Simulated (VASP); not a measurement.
# Mo (P6/mmm) in VASP: further runs

The runs below take Mo through single point, with LDA.

Everything below comes from runs of VASP 6.6.1. Logs are shortened: lines on timing, memory, paths and dates and some standing lists are left out, and cuts for length are marked.

**1. The cell of the first run**

Symmetry: P6/mmm, No. 191, hexagonal system. The conventional cell has a = 2.736 Å, b = 2.736 Å, c = 2.555 Å, α = 90.00°, β = 90.00°, γ = 120.00°. Mo (site symmetry 6/mmm) has 8 Mo at 2.56 to 2.74 Å within 3.4 Å.

**2. Single point, LDA**

File INCAR:

```
SYSTEM = Mo
  PREC = Accurate
  ENCUT = 520
  EDIFF = 1E-7
  ISMEAR = 1
  SIGMA = 0.1
  LREAL = .False.
  LASPH = .True.
  NELM = 80
  ALGO = Normal
  ISIF = 2
  LWAVE = .False.
  LCHARG = .False.
  GGA = CA
  NBANDS = 13
```

File KPOINTS:

```
regular mesh
0
Gamma
  14 14 13
  0 0 0
```

File POSCAR:

```
Mo
1.0
    2.7355100000      0.0000000000      0.0000000000
   -1.3677550000      2.3690210000      0.0000000000
    0.0000000000      0.0000000000      2.5551810000
Mo
1
Direct
    0.0000000000      0.0000000000      0.5000000000
```

Potentials or basis: VASP PAW LDA potentials, release 64 (Mo_sv).

Run with:

```console
> cat potpaw_LDA.64/Mo_sv/POTCAR > POTCAR
> mpirun -np 1 vasp_std > vasp.out
```

OUTCAR:

```text
SYSTEM = Mo
   PREC = Accurate
   ENCUT = 520
   EDIFF = 1E-7
   ISMEAR = 1
   LREAL = .False.
   LASPH = .True.
   NELM = 80
   ISIF = 2
   GGA = CA

 ion  position               nearest neighbor table
   1  0.000  0.000  0.500-

  LATTYP: Found a hexagonal cell.
 ALAT       =     2.7355100000
 C/A-ratio  =     0.9340784717

  Lattice vectors:

 A1 = (   2.7355100000,   0.0000000000,   0.0000000000)
 A2 = (  -1.3677550000,   2.3690210000,   0.0000000000)
 A3 = (   0.0000000000,   0.0000000000,   2.5551810000)

Analysis of symmetry for initial positions (statically):
=====================================================================
 Subroutine PRICEL returns:
 Original cell was already a primitive cell.

 Routine SETGRP: Setting up the symmetry group for a
 hexagonal supercell.

 Subroutine GETGRP returns: Found 24 space group operations
 (whereof 24 operations were pure point group operations)
 out of a pool of 24 trial point group operations.

The static configuration has the point symmetry D_6h.

Analysis of symmetry for dynamics (positions and initial velocities):
=====================================================================
 Subroutine PRICEL returns:
 Original cell was already a primitive cell.

 Routine SETGRP: Setting up the symmetry group for a
 hexagonal supercell.

 Subroutine GETGRP returns: Found 24 space group operations
 (whereof 24 operations were pure point group operations)
 out of a pool of 24 trial point group operations.

The dynamic configuration has the point symmetry D_6h.

 Subroutine INISYM returns: Found 24 space group operations
 (whereof 24 operations are pure point group operations),
 and found     1 'primitive' translations

----------------------------------------------------------------------------------------

                                     Primitive cell

  volume of cell :      16.5588

  direct lattice vectors                    reciprocal lattice vectors
     2.735510000  0.000000000  0.000000000     0.365562546  0.211057648  0.000000000
    -1.367755000  2.369021000  0.000000000     0.000000000  0.422115296  0.000000000
     0.000000000  0.000000000  2.555181000     0.000000000  0.000000000  0.391361708

  length of vectors
     2.735510000  2.735509868  2.555181000     0.422115275  0.422115296  0.391361708

  position of ions in fractional coordinates (direct lattice)
     0.000000000  0.000000000  0.500000000

  ion indices of the primitive-cell ions
   primitive index   ion index
                 1           1

----------------------------------------------------------------------------------------

 KPOINTS: regular mesh

Automatic generation of k-mesh.
 Grid dimensions read from file:
 generate k-points for:   14   14   13

 Generating k-lattice:

  Cartesian coordinates                     Fractional coordinates (reciprocal lattice)
     0.026111610  0.015075546  0.000000000     0.071428571  0.000000000  0.000000000
     0.000000000  0.030151093  0.000000000     0.000000000  0.071428571  0.000000000
     0.000000000  0.000000000  0.030104747     0.000000000  0.000000000  0.076923077

  Length of vectors
     0.030151091  0.030151093  0.030104747

  Shift w.r.t. Gamma in fractional coordinates (k-lattice)
     0.000000000  0.000000000  0.000000000

 Subroutine IBZKPT returns following result:
 ===========================================

 Found    168 irreducible k-points:

 Following reciprocal coordinates:
            Coordinates               Weight
  0.000000  0.000000  0.000000      1.000000
  0.071429  0.000000  0.000000      6.000000
  0.142857  0.000000  0.000000      6.000000
  0.214286  0.000000  0.000000      6.000000
  0.285714  0.000000  0.000000      6.000000
  0.357143  0.000000  0.000000      6.000000
[... 16 lines left out ...]
  0.285714  0.285714  0.000000      6.000000
  0.357143  0.285714  0.000000      6.000000
 [... further k-points ...]
   k-points           NKPTS =    168   k-points in BZ     NKDIM =    168   number of bands    NBANDS=     13
   number of dos      NEDOS =    301   number of ions     NIONS =      1
   total plane-waves  NPLWV =   8000
   dimension x,y,z NGX =    20 NGY =   20 NGZ =   20
   dimension x,y,z NGXF=    40 NGYF=   40 NGZF=   40
   ions per type =               1
   NGX,Y,Z   is equivalent  to a cutoff of  12.15, 12.15, 13.01 a.u.
   NGXF,Y,Z  is equivalent  to a cutoff of  24.31, 24.31, 26.02 a.u.
 SYSTEM =  Mo
   PREC   = accura    normal or accurate (medium, high low for compatibility)
   ISTART =      0    job   : 0-new  1-cont  2-samecut
   ICHARG =      2    charge: 1-file 2-atom 10-const
   ISPIN  =      1    spin polarized calculation?
   LNONCOLLINEAR =      F non collinear calculations
   LSORBIT =      F    spin-orbit coupling
   LASPH  =      T    aspherical Exc in radial PAW
   ENCUT  =  520.0 eV  38.22 Ry    6.18 a.u.   5.09  5.09  4.75*2*pi/ulx,y,z
   NELM   =     80;   NELMIN=  2; NELMDL= -5     # of ELM steps
   EDIFF  = 0.1E-06   stopping-criterion for ELM
   LREAL  =      F    real-space projection
   EDIFFG = 0.1E-05   stopping-criterion for IOM
   NSW    =      0    number of steps for IOM
   IBRION =     -1    ionic relax: 0-MD 1-quasi-New 2-CG
   NFREE  =      0    steps in history (QN), initial steepest desc. (CG)
   ISIF   =      2    stress and relaxation
   ISYM   =      2    0-nonsym 1-usesym 2-fastsym
   POTIM  = 0.5000    time-step for ionic-motion
   TEBEG  =    0.0;   TEEND  =   0.0 temperature during run
   PSTRESS=    0.0 pullay stress
   NELECT =      14.0000    total number of electrons
   NUPDOWN=      -1.0000    fix difference up-down
   EMIN   =  10.00;   EMAX   =-10.00  energy-range for DOS
   EFERMI =   0.00;   METHOD = LEGACY
   ISMEAR =     1;   SIGMA  =   0.10  broadening in eV -4-tet -1-fermi 0-gaus
   EFERMI_NEDOS =   21; number of points for ismear=-14 and -15
   IALGO  =     38    algorithm
   IMIX   =      4    mixing-type and parameters
     AMIX     =   0.40;   BMIX     =  1.00
     AMIX_MAG =   1.60;   BMIX_MAG =  1.00
  volume/ion in A,a.u.               =      16.56       111.74
  Fermi-wavevector in a.u.,A,eV,Ry     =   1.548013  2.925320 32.604234  2.396344
  Thomas-Fermi vector in A             =   2.653024
   LORBIT       =      0    0 simple, 1 ext, 2 COOP (PROOUT), +10 PAW based schemes
   GGA     = CA    functional components
   LHFCALC =     F    Hartree Fock is set to
   AEXX    =    0.0000 exact exchange contribution
   IVDW    =     0    specifies the selected vdW correction
   LEPSILON=     F    determine dielectric tensor
   LRPA    =     F    only Hartree local field effects (RPA)
 non-spin polarized calculation
 Methfessel and Paxton  Order N= 1 SIGMA  =   0.10
  energy-cutoff  :      520.00
  volume of cell :       16.56
 maximum number of plane-waves:       460
   NGX = 11   NGY = 11   NGZ =  9

 number of electron      14.0000002 magnetization

 Free energy of the ion-electron system (eV)
  ---------------------------------------------------
  ext. energy  EPLUGINS =         0.00000000
  ---------------------------------------------------
  free energy    TOTEN  =       -11.22254048 eV

  energy without entropy =      -11.22268202  energy(sigma->0) =      -11.22258766

 E-fermi :  11.3336     XC(G=0): -13.1925

 val. band max:       11.3040481800   @ k =   0.0000   0.0000   0.4615
 cond. band min:      11.3554899461   @ k =   0.4286   0.0000   0.3846
 fundamental gap:      0.0514417662
 Fermi energy:        11.3335992449

 k-point     1 :       0.0000    0.0000    0.0000
  band No.  band energies     occupation
      1     -49.2729      2.00000
      2     -22.7301      2.00000
      3     -22.7301      2.00000
      4     -22.6550      2.00000
      5       4.6494      2.00000
      6       7.1242      2.00000
      7      10.5000      2.00000
      8      10.5000      2.00000
      9      15.5216      0.00000
     10      15.5216      0.00000
     11      24.4456      0.00000
     12      27.1389      0.00000
     13      31.8930      0.00000

 k-point     2 :       0.0714    0.0000    0.0000
  band No.  band energies     occupation
      1     -49.2617      2.00000
      2     -22.8040      2.00000
      3     -22.7466      2.00000
      4     -22.6473      2.00000
      5       4.8495      2.00000
      6       7.2107      2.00000
      7      10.3035      2.00000
      8      10.6847      2.00000
      9      15.3029      0.00000
     10      15.4858      0.00000
     11      24.9028      0.00000
     12      27.5422      0.00000
     13      30.8370      0.00000

 k-point     3 :       0.1429    0.0000    0.0000
  band No.  band energies     occupation
      1     -49.2303      2.00000
      2     -23.0080      2.00000
      3     -22.7926      2.00000
      4     -22.6256      2.00000
      5       5.3948      2.00000
      6       7.4537      2.00000
      7       9.8566      2.00000
      8      11.2264      2.06215
      9      14.7462      0.00000
     10      15.3869      0.00000
     11      26.0277      0.00000
     12      28.6278      0.00000
     13      29.0282      0.00000
[... 305 lines left out ...]
 k-point    23 :       0.2857    0.2857    0.0000
  band No.  band energies     occupation
      1     -49.0223      2.00000
      2     -23.8592      2.00000
      3     -23.5016      2.00000
      4     -22.4829      2.00000
      5       8.4418      2.00000
      6       8.7703      2.00000
      7       9.7949      2.00000
      8      12.9394     -0.00000
      9      13.7468      0.00000
     10      18.2402      0.00000
     11      20.5031      0.00000
     12      21.4374      0.00000
     13      30.4732      0.00000

 k-point    24 :       0.3571    0.2857    0.0000
  band No.  band energies     occupation
      1     -49.0150      2.00000
      2     -23.8134      2.00000
      3     -23.6020      2.00000
      4     -22.4780      2.00000
      5       8.5160      2.00000
      6       8.9369      2.00000
      7       9.8453      2.00000
      8      13.0480     -0.00000
      9      13.5186      0.00000
     10      19.0861      0.00000
     11      19.9623      0.00000
     12      20.6314      0.00000
     13      31.2364      0.00000

 [... further k-points ...]
[... 5 lines left out ...]
  --------------------------------------------------------------------------------------
  -------------------------------------------------------------------------------------
  Total       -0.5338269     -0.5338269     -1.0297063      0.0000000     -0.0000000     -0.0000000
  in kB      -51.6514091    -51.6514025    -99.6311362      0.0000000     -0.0000000     -0.0000000
  external PRESSURE =     -67.6446492 kB  Pullay stress =       0.0000000 kB

 VOLUME and BASIS-vectors are now :
 -----------------------------------------------------------------------------
  energy-cutoff  :      520.00
  volume of cell :       16.56
      direct lattice vectors                 reciprocal lattice vectors
     2.735510000  0.000000000  0.000000000     0.365562546  0.211057648  0.000000000
    -1.367755000  2.369021000  0.000000000     0.000000000  0.422115296  0.000000000
     0.000000000  0.000000000  2.555181000     0.000000000  0.000000000  0.391361708

 POSITION                                       TOTAL-FORCE (eV/Angst)
 -----------------------------------------------------------------------------------
      0.00000      0.00000      1.27759        -0.000000      0.000000      0.000000
 -----------------------------------------------------------------------------------
    total drift:                               -0.000000     -0.000000      0.000000

  FREE ENERGIE OF THE ION-ELECTRON SYSTEM (eV)
  ---------------------------------------------------
  free  energy   TOTEN  =       -11.2225404825 eV

  energy  without entropy=      -11.2226820177  energy(sigma->0) =      -11.22258766
```

It took 47 s on 1 thread of AMD EPYC 7R13, shared host; peak memory 0.11 GiB.

Results:

```yaml
Free_energy: -11.2225 eV
Pressure: -6.8 GPa
Band_gap_on_the_k_mesh: zero (band 7 reaches 12.37 eV, above the bottom of band 8 at 10.50 eV)
```

Stress tensor (GPa, compression positive):
```
-5.17  0.00  0.00
 0.00 -5.17  0.00
 0.00  0.00 -9.96
```

**3. Single point, LDA**

File INCAR:

```
  PREC = Accurate
  ENCUT = 520
  EDIFF = 1E-7
  ISMEAR = 1
  SIGMA = 0.1
  LREAL = False
  LASPH = True
  NELM = 80
  ALGO = Normal
  ISIF = 2
  LWAVE = False
  LCHARG = False
  NBANDS = 13
```

File KPOINTS:

```
regular mesh
0
Gamma
  14 14 13
```

POSCAR is that of step 2.

Potentials or basis: VASP PAW LDA potentials, release 64 (Mo_sv).

Run with:

```console
> cat potpaw_LDA.64/Mo_sv/POTCAR > POTCAR
> mpirun -np 1 vasp_std > vasp.out
```

Wall time 37 s (1 thread of AMD EPYC 7R13, shared host); peak memory 0.11 GiB.

It converged, with:

| Item | Value |
| --- | --- |
| Free energy | -11.2225 eV |
| Pressure | -6.8 GPa |
| Band gap on the k mesh | zero (band 7 reaches 12.37 eV, above the bottom of band 8 at 10.50 eV) |

Stress tensor (GPa, compression positive):
```
-5.17  0.00  0.00
 0.00 -5.17  0.00
 0.00  0.00 -9.96
```

Levels at points of the mesh, in eV from the Fermi level:
```
           k point  band 3  band 4  band 5  band 6  band 7  band 8  band 9  band 10  band 11  band 12
(0.00, 0.00, 0.00)  -34.06  -33.99   -6.68   -4.21   -0.83   -0.83    4.19     4.19    13.11    15.81
(0.50, 0.00, 0.00)  -34.39  -33.83   -4.84   -3.02    1.04    1.19    3.51     4.51    10.24    13.51
```
